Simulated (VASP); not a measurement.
Wanted: the native input for a VASP 6.6.1 run.

| Item | Value |
| --- | --- |
| Task | single point |
| Functional | PBE |
| Potentials or basis | VASP PAW PBE potentials, release 64 (Hf_pv, C) |
| Cutoff | 520 eV |
| k mesh | 20 × 20 × 20 |
| Occupations | gaussian, width 0.15 eV |
| Spin | no spin polarisation |
| Dipole correction | no |
| Further INCAR settings | ALGO = Normal; EDIFF = 1e-06; NBANDS = 14 |

The structure of HfC lies in POSCAR:

```
HfC
1.0
    0.1208593998      2.3869731470      2.3869731470
    2.3869731470      0.1208593998      2.3869731470
    2.3869731470      2.3869731470      0.1208593998
Hf C
1 1
Direct
    0.5000000000      0.5000000000      0.5000000000
    0.0000000000      0.0000000000      0.0000000000
```

This cell differs from its parent crystal: ratio of the length along [111] to the lengths across it x 1.08, volume and fractional coordinates fixed.

The input as run:

INCAR

```
SYSTEM = HfC
PREC     = Accurate       ! precision mode
ENCUT    = 520            ! plane-wave cutoff, eV
EDIFF    = 1E-6           ! SCF threshold, eV
ISMEAR   = 0              ! smearing method
SIGMA    = 0.15           ! smearing width, eV
LREAL    = .FALSE.        ! projectors in reciprocal space
LASPH    = .TRUE.         ! aspherical terms in the spheres
NELM     = 80             ! most SCF steps
ALGO     = Normal         ! electronic algorithm
ISIF     = 2              ! what is computed and relaxed
LWAVE    = .FALSE.        ! write WAVECAR
LCHARG   = .TRUE.         ! write CHGCAR
GGA      = PE             ! functional
LELF     = .TRUE.         ! ELF
LVHAR    = .TRUE.       
NBANDS   = 14             ! bands
```

KPOINTS

```
regular mesh
0
G
  20 20 20
  0 0 0
```

Potentials or basis: VASP PAW PBE potentials, release 64 (Hf_pv, C).

Run with:

```console
$ cat potpaw_PBE.64/Hf_pv/POTCAR potpaw_PBE.64/C/POTCAR > POTCAR
$ mpirun -np 1 vasp_std > vasp.out
```

It gave:

- Pressure: -0.5 GPa
- Band gap on the k mesh: zero (band 7 reaches 7.16 eV, above the bottom of band 8 at 5.66 eV)

Caveat: spin-orbit coupling is left out, which moves the levels of the heavy elements.

Wall time 3.1 min on 1 thread of Intel(R) Xeon(R) Platinum 8488C (Sapphire Rapids) (shared host), peak memory 0.39 GiB.
